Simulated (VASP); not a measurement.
Wanted: the native input for a VASP 6.6.1 run.

| Quantity | Value |
| --- | --- |
| Task | electric field gradients |
| Functional | PBEsol |
| Potentials or basis | VASP PAW PBE potentials, release 64 (Ga_d, N) |
| Cutoff | 520 eV |
| k mesh | 13 × 13 × 13 |
| Occupations | fermi-dirac, width 0.02 eV |
| Spin | no spin polarisation |
| Dipole correction | no |
| Further INCAR settings | ALGO = Normal; EDIFF = 1e-08; NBANDS = 16 |

The structure of GaN lies in POSCAR:

```
GaN
1.0
    0.0000000000      2.0056957488      2.0056957488
    2.0056957488      0.0000000000      2.0056957488
    2.0056957488      2.0056957488      0.0000000000
Ga N
1 1
Direct
    0.5000000000      0.5000000000      0.5000000000
    0.0000000000      0.0000000000      0.0000000000
```

This cell differs from its parent crystal: volume scaled by 1.02.

One way to write it, as run:

INCAR

```
SYSTEM = GaN
PREC = Accurate
ENCUT = 520
EDIFF = 1E-8
ISMEAR = -1
SIGMA = 0.02
LREAL = .FALSE.
LASPH = .TRUE.
NELM = 80
ALGO = Normal
ISIF = 2
LWAVE = .FALSE.
LCHARG = .FALSE.
GGA = PS
LEFG = .TRUE.
NBANDS = 16
```

KPOINTS

```
Automatic mesh
0
G
  13 13 13
  0 0 0
```

Potentials or basis: VASP PAW PBE potentials, release 64 (Ga_d, N).

Command:

```bash
$ cat potpaw_PBE.64/Ga_d/POTCAR potpaw_PBE.64/N/POTCAR > POTCAR
$ mpirun -np 1 vasp_std > vasp.out
```

Results of the run:

```
Pressure               : 50.4 GPa
Band gap on the k mesh : 1.67 eV, indirect (least direct gap 4.92 eV)
```

Caveat: without QUAD_EFG the Cq values of the log hold for a quadrupole moment of 1 mb, not for the nuclei; the PAW data sets were made with another functional, which shifts forces and pressure a little.

Wall time 8.9 s on 1 thread of Intel(R) Xeon(R) 6975P-C (Granite Rapids) (shared host), peak memory 0.15 GiB.
